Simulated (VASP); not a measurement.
# VH2 (Fm-3m) in VASP: further runs, part 2 of 2

VASP 6.6.1. The steps go on from the part before.

**4. Single point, LDA, collinear spin, ferromagnetic start**

File INCAR:

```
ALGO     = Normal         # electronic algorithm
EDIFF    = 1E-6           # SCF threshold, eV
ENCUT    = 520            # plane-wave cutoff, eV
ISIF     = 2              # what is computed and relaxed
ISMEAR   = -1             # smearing method
ISPIN    = 2              # spin polarisation
LASPH    = T              # aspherical terms in the spheres
LCHARG   = F              # write CHGCAR
LMAXMIX  = 4              # l up to which the mixer works
LORBIT   = 11             # projections on sites
LREAL    = F              # projectors in reciprocal space
LWAVE    = F              # write WAVECAR
MAGMOM   = 1.5 0 0        # initial moments
NBANDS   = 18             # bands
NELM     = 150            # most SCF steps
PREC     = Accurate       # precision mode
SIGMA    = 0.05           # smearing width, eV
```

File KPOINTS:

```
k-points
0
Gamma
  15 15 15
```

File POSCAR:

```
VH2
1.0
    0.0000000000      1.7496605734      1.7496605734
    1.7496605734      0.0000000000      1.7496605734
    1.7496605734      1.7496605734      0.0000000000
V H
1 2
Direct
    0.0000000000      0.0000000000      0.0000000000
    0.2500000000      0.2500000000      0.2500000000
    0.7500000000      0.7500000000      0.7500000000
```

Potentials or basis: VASP PAW LDA potentials, release 64 (V_sv, H).

Started as:

```
> cat potpaw_LDA.64/V_sv/POTCAR potpaw_LDA.64/H/POTCAR > POTCAR
> mpirun -np 1 vasp_std > vasp.out
```

OUTCAR:

```text
EDIFF = 1E-6
   ENCUT = 520
   ISIF = 2
   ISMEAR = -1
   ISPIN = 2
   LASPH = T
   LORBIT = 11
   LREAL = F
   NELM = 150
   PREC = Accurate

 ion  position               nearest neighbor table
   1  0.000  0.000  0.000-   3 1.52   3 1.52   3 1.52   2 1.52   3 1.52   2 1.52   2 1.52   2 1.52

   2  0.250  0.250  0.250-   1 1.52   1 1.52   1 1.52   1 1.52
   3  0.750  0.750  0.750-   1 1.52   1 1.52   1 1.52   1 1.52

  LATTYP: Found a face centered cubic cell.
 ALAT       =     3.4993211468

  Lattice vectors:

 A1 = (   0.0000000000,   1.7496605734,   1.7496605734)
 A2 = (   1.7496605734,   0.0000000000,   1.7496605734)
 A3 = (   1.7496605734,   1.7496605734,   0.0000000000)

Analysis of symmetry for initial positions (statically):
=====================================================================
 Subroutine PRICEL returns:
 Original cell was already a primitive cell.

 Routine SETGRP: Setting up the symmetry group for a
 face centered cubic supercell.

 Subroutine GETGRP returns: Found 48 space group operations
 (whereof 48 operations were pure point group operations)
 out of a pool of 48 trial point group operations.

The static configuration has the point symmetry O_h .

Analysis of symmetry for dynamics (positions and initial velocities):
=====================================================================
 Subroutine PRICEL returns:
 Original cell was already a primitive cell.

 Routine SETGRP: Setting up the symmetry group for a
 face centered cubic supercell.

 Subroutine GETGRP returns: Found 48 space group operations
 (whereof 48 operations were pure point group operations)
 out of a pool of 48 trial point group operations.

The dynamic configuration has the point symmetry O_h .

Analysis of structural, dynamic, and magnetic symmetry:
=====================================================================
 Subroutine PRICEL returns:
 Original cell was already a primitive cell.

 Routine SETGRP: Setting up the symmetry group for a
 face centered cubic supercell.

 Subroutine GETGRP returns: Found 48 space group operations
 (whereof 48 operations were pure point group operations)
 out of a pool of 48 trial point group operations.

The overall configuration has the point symmetry O_h .

 Subroutine INISYM returns: Found 48 space group operations
 (whereof 48 operations are pure point group operations),
 and found     1 'primitive' translations

----------------------------------------------------------------------------------------

                                     Primitive cell

  volume of cell :      10.7125

  direct lattice vectors                    reciprocal lattice vectors
     0.000000000  1.749660573  1.749660573    -0.285769713  0.285769713  0.285769713
     1.749660573  0.000000000  1.749660573     0.285769713 -0.285769713  0.285769713
     1.749660573  1.749660573  0.000000000     0.285769713  0.285769713 -0.285769713

  length of vectors
     2.474393712  2.474393712  2.474393712     0.494967662  0.494967662  0.494967662

  position of ions in fractional coordinates (direct lattice)
     0.000000000  0.000000000  0.000000000
     0.250000000  0.250000000  0.250000000
     0.750000000  0.750000000  0.750000000

[... 71 lines left out ...]
   ISPIN  =      2    spin polarized calculation?
   LNONCOLLINEAR =      F non collinear calculations
   LSORBIT =      F    spin-orbit coupling
   LASPH  =      T    aspherical Exc in radial PAW
   ENCUT  =  520.0 eV  38.22 Ry    6.18 a.u.   4.60  4.60  4.60*2*pi/ulx,y,z
   NELM   =    150;   NELMIN=  2; NELMDL= -5     # of ELM steps
   EDIFF  = 0.1E-05   stopping-criterion for ELM
   LREAL  =      F    real-space projection
   EDIFFG = 0.1E-04   stopping-criterion for IOM
   NSW    =      0    number of steps for IOM
   IBRION =     -1    ionic relax: 0-MD 1-quasi-New 2-CG
   NFREE  =      0    steps in history (QN), initial steepest desc. (CG)
   ISIF   =      2    stress and relaxation
   ISYM   =      2    0-nonsym 1-usesym 2-fastsym
   POTIM  = 0.5000    time-step for ionic-motion
   TEBEG  =    0.0;   TEEND  =   0.0 temperature during run
   PSTRESS=    0.0 pullay stress
   NELECT =      15.0000    total number of electrons
   NUPDOWN=      -1.0000    fix difference up-down
   EMIN   =  10.00;   EMAX   =-10.00  energy-range for DOS
   EFERMI =   0.00;   METHOD = LEGACY
   ISMEAR =    -1;   SIGMA  =   0.05  broadening in eV -4-tet -1-fermi 0-gaus
   EFERMI_NEDOS =   21; number of points for ismear=-14 and -15
   IALGO  =     38    algorithm
   IMIX   =      4    mixing-type and parameters
     AMIX     =   0.40;   BMIX     =  1.00
     AMIX_MAG =   1.60;   BMIX_MAG =  1.00
  volume/ion in A,a.u.               =       3.57        24.10
  Fermi-wavevector in a.u.,A,eV,Ry     =   1.831505  3.461043 45.639527  3.354411
  Thomas-Fermi vector in A             =   2.885745
   LORBIT       =     11    0 simple, 1 ext, 2 COOP (PROOUT), +10 PAW based schemes
   GGA     = CA    functional components
   LHFCALC =     F    Hartree Fock is set to
   AEXX    =    0.0000 exact exchange contribution
   IVDW    =     0    specifies the selected vdW correction
   LEPSILON=     F    determine dielectric tensor
   LRPA    =     F    only Hartree local field effects (RPA)
 spin polarized calculation
  energy-cutoff  :      520.00
  volume of cell :       10.71
 maximum number of plane-waves:       302
   NGX =  9   NGY =  9   NGZ =  9

 number of electron      14.9999993 magnetization      -0.0008611

 number of electron      14.9999993 magnetization       0.0001115

 Free energy of the ion-electron system (eV)
  ---------------------------------------------------
  ext. energy  EPLUGINS =         0.00000000
  ---------------------------------------------------
  free energy    TOTEN  =       -13.95636512 eV

  energy without entropy =      -13.95002035  energy(sigma->0) =      -13.95319273

 E-fermi :  16.0381     XC(G=0): -15.7465

 val. band max:       16.0290969053   @ k =  -0.4000   0.2667   0.0667
 cond. band min:      16.0447156868   @ k =  -0.4667   0.2667   0.1333
 fundamental gap:      0.0156187815
 Fermi energy:        16.0381101794

 spin component 1

 k-point     1 :       0.0000    0.0000    0.0000
  band No.  band energies     occupation
      1     -47.7871      1.00000
      2     -20.8737      1.00000
      3     -20.8737      1.00000
      4     -20.8736      1.00000
      5       1.7373      1.00000
      6      14.0701      1.00000
[... 493 lines left out ...]
     17      47.6169      0.00000
     18      49.0089      0.00000

 [... further k-points ...]

 spin component 2

 k-point     1 :       0.0000    0.0000    0.0000
  band No.  band energies     occupation
      1     -47.7871      1.00000
      2     -20.8736      1.00000
      3     -20.8736      1.00000
      4     -20.8736      1.00000
      5       1.7373      1.00000
      6      14.0700      1.00000
[... 493 lines left out ...]
     17      47.6168      0.00000
     18      49.0088      0.00000

 [... further k-points ...]

------------------------ aborting loop because EDIFF is reached ----------------------------------------

  FORCE on cell =-STRESS in cart. coord.  units (eV):
  Direction    XX          YY          ZZ          XY          YZ          ZX
  --------------------------------------------------------------------------------------
  -------------------------------------------------------------------------------------
  Total       18.2593392     18.2593392     18.2593392     -0.0000000      0.0000000      0.0000000
  in kB     2730.8901283   2730.8901283   2730.8901283     -0.0000000      0.0000000      0.0000000
  external PRESSURE =    2730.8901283 kB  Pullay stress =       0.0000000 kB

 VOLUME and BASIS-vectors are now :
 -----------------------------------------------------------------------------
  energy-cutoff  :      520.00
  volume of cell :       10.71
      direct lattice vectors                 reciprocal lattice vectors
     0.000000000  1.749660573  1.749660573    -0.285769713  0.285769713  0.285769713
     1.749660573  0.000000000  1.749660573     0.285769713 -0.285769713  0.285769713
     1.749660573  1.749660573  0.000000000     0.285769713  0.285769713 -0.285769713

 POSITION                                       TOTAL-FORCE (eV/Angst)
 -----------------------------------------------------------------------------------
      0.00000      0.00000      0.00000        -0.000000      0.000000      0.000000
      0.87483      0.87483      0.87483         0.000000      0.000000      0.000000
      2.62449      2.62449      2.62449        -0.000000     -0.000000     -0.000000
 -----------------------------------------------------------------------------------
    total drift:                                0.000000      0.000000     -0.000000

  FREE ENERGIE OF THE ION-ELECTRON SYSTEM (eV)
  ---------------------------------------------------
  free  energy   TOTEN  =       -13.9563651166 eV

  energy  without entropy=      -13.9500203518  energy(sigma->0) =      -13.95319273

 total charge

# of ion       s       p       d       tot
------------------------------------------
    1        2.424   6.613   4.175  13.212
    2        0.745   0.086   0.000   0.831
    3        0.745   0.086   0.000   0.831
--------------------------------------------------
tot          3.914   6.784   4.175  14.873

 magnetization (x)

# of ion       s       p       d       tot
------------------------------------------
    1        0.000   0.000  -0.000  -0.000
    2        0.000  -0.000   0.000   0.000
    3        0.000  -0.000   0.000   0.000
--------------------------------------------------
tot          0.000   0.000  -0.000  -0.000
```

Run time: 73 s. Hardware: 1 thread of Intel Xeon 8259CL, shared host; peak memory 0.15 GiB.

Results:

- Free energy: -13.9564 eV
- Pressure: 273.1 GPa
- Net moment: 0.00 μB per cell
- Valence electrons inside the program's atomic spheres: V 13.21; H 0.83

Caveat: the cell stands under pressure.

**5. Single point, LDA, collinear spin, ferromagnetic start**

This run uses another cell than the first one, of 4.54 Å³/atom.

File INCAR:

```
SYSTEM = VH2
PREC = Accurate ; ENCUT = 520
EDIFF = 1E-6 ; ISMEAR = -1
SIGMA = 0.05 ; LREAL = .FALSE.
LASPH = .TRUE. ; NELM = 150
ALGO = Normal ; ISIF = 2
LWAVE = .FALSE. ; LCHARG = .FALSE.
ISPIN = 2 ; MAGMOM = 1.5 0 0
LORBIT = 11 ; LMAXMIX = 4
GGA = CA ; NBANDS = 18
```

File KPOINTS:

```
regular mesh
0
G
  15 15 15
  0 0 0
```

File POSCAR:

```
VH2
1.0
    0.0000000000      1.8961189957      1.8961189957
    1.8961189957      0.0000000000      1.8961189957
    1.8961189957      1.8961189957      0.0000000000
V H
1 2
Direct
    0.0000000000      0.0000000000      0.0000000000
    0.2500000000      0.2500000000      0.2500000000
    0.7500000000      0.7500000000      0.7500000000
```

Potentials or basis: VASP PAW LDA potentials, release 64 (V_sv, H).

Started as:

```
> cat potpaw_LDA.64/V_sv/POTCAR potpaw_LDA.64/H/POTCAR > POTCAR
> mpirun -np 1 vasp_std > vasp.out
```

OUTCAR:

```text
SYSTEM = VH2
   PREC = Accurate
   ENCUT = 520
   EDIFF = 1E-6
   ISMEAR = -1
   LREAL = .FALSE.
   LASPH = .TRUE.
   NELM = 150
   ISIF = 2
   ISPIN = 2
   LORBIT = 11
   GGA = CA

 ion  position               nearest neighbor table
   1  0.000  0.000  0.000-   3 1.64   3 1.64   3 1.64   2 1.64   2 1.64   2 1.64   3 1.64   2 1.64

   2  0.250  0.250  0.250-   1 1.64   1 1.64   1 1.64   1 1.64
   3  0.750  0.750  0.750-   1 1.64   1 1.64   1 1.64   1 1.64

  LATTYP: Found a face centered cubic cell.
 ALAT       =     3.7922379914

  Lattice vectors:

 A1 = (   0.0000000000,   1.8961189957,   1.8961189957)
 A2 = (   1.8961189957,   0.0000000000,   1.8961189957)
 A3 = (   1.8961189957,   1.8961189957,   0.0000000000)

[... 1227 lines left out ...]
  volume of cell :       13.63
      direct lattice vectors                 reciprocal lattice vectors
     0.000000000  1.896118996  1.896118996    -0.263696530  0.263696530  0.263696530
     1.896118996  0.000000000  1.896118996     0.263696530 -0.263696530  0.263696530
     1.896118996  1.896118996  0.000000000     0.263696530  0.263696530 -0.263696530

 POSITION                                       TOTAL-FORCE (eV/Angst)
 -----------------------------------------------------------------------------------
      0.00000      0.00000      0.00000         0.000000     -0.000000      0.000000
      0.94806      0.94806      0.94806         0.000000      0.000000      0.000000
      2.84418      2.84418      2.84418        -0.000000     -0.000000     -0.000000
 -----------------------------------------------------------------------------------
    total drift:                                0.000000      0.000000      0.000000

  FREE ENERGIE OF THE ION-ELECTRON SYSTEM (eV)
  ---------------------------------------------------
  free  energy   TOTEN  =       -16.9851590760 eV

  energy  without entropy=      -16.9774288538  energy(sigma->0) =      -16.98129396

 total charge

# of ion       s       p       d       tot
------------------------------------------
    1        2.314   6.407   3.648  12.369
    2        0.659   0.053   0.000   0.712
    3        0.659   0.053   0.000   0.712
--------------------------------------------------
tot          3.633   6.513   3.648  13.794

 magnetization (x)

# of ion       s       p       d       tot
------------------------------------------
    1        0.000   0.000  -0.000  -0.000
    2        0.000   0.000   0.000   0.000
    3        0.000   0.000   0.000   0.000
--------------------------------------------------
tot          0.000   0.000  -0.000  -0.000
```

OSZICAR:

```text
N       E                     dE             d eps       ncg     rms          rms(c)
DAV:   1     0.108051079313E+03    0.10805E+03   -0.71412E+03  8752   0.924E+02
DAV:   2    -0.164007397404E+02   -0.12445E+03   -0.11767E+03  8918   0.289E+02
DAV:   3    -0.189104774217E+02   -0.25097E+01   -0.24913E+01  9628   0.440E+01
DAV:   4    -0.189184857594E+02   -0.80083E-02   -0.80076E-02  9672   0.262E+00
DAV:   5    -0.189185266834E+02   -0.40924E-04   -0.40924E-04  9248   0.179E-01    0.428E+01
DAV:   6    -0.171166499870E+02    0.18019E+01   -0.16365E+00  8822   0.260E+01    0.115E+01
DAV:   7    -0.170008649222E+02    0.11579E+00   -0.17182E-01  8940   0.356E+00    0.550E+00
DAV:   8    -0.169878956526E+02    0.12969E-01   -0.20829E-02  9236   0.137E+00    0.314E+00
DAV:   9    -0.169849779156E+02    0.29177E-02   -0.52352E-03  9190   0.845E-01    0.585E-01
DAV:  10    -0.169850575615E+02   -0.79646E-04   -0.49776E-04  9110   0.232E-01    0.222E-01
DAV:  11    -0.169851571059E+02   -0.99544E-04   -0.12998E-04  8970   0.120E-01    0.206E-02
DAV:  12    -0.169851590321E+02   -0.19262E-05   -0.63424E-06  9154   0.262E-02    0.553E-03
DAV:  13    -0.169851590760E+02   -0.43873E-07   -0.24705E-07  4956   0.470E-03
   1 F= -.16985159E+02 E0= -.16981294E+02  d E =-.773022E-02  mag=     0.0000
```

It took 84 s on 1 thread of Intel Xeon 8259CL, shared host; peak memory 0.16 GiB.

What came out:

```yaml
Free_energy: -16.9852 eV
Pressure: 88.0 GPa
Net_moment: 0.00 μB per cell
Valence_electrons_inside_the_program's_atomic_spheres: V 12.37; H 0.71
```

Levels at points of the mesh, in eV from the Fermi level:
Spin up:
```tsv
k point	band 5	band 6	band 7	band 8	band 9	band 10	band 11	band 12
(0.00, 0.00, 0.00)	-13.29	-1.47	-1.47	-1.47	1.20	1.20	1.77	19.40
```
Spin down:
```
           k point  band 6  band 7  band 8  band 9  band 10  band 11
(0.00, 0.00, 0.00)   -1.47   -1.47   -1.47    1.20     1.20     1.77
```

Caveat: the cell stands under pressure.
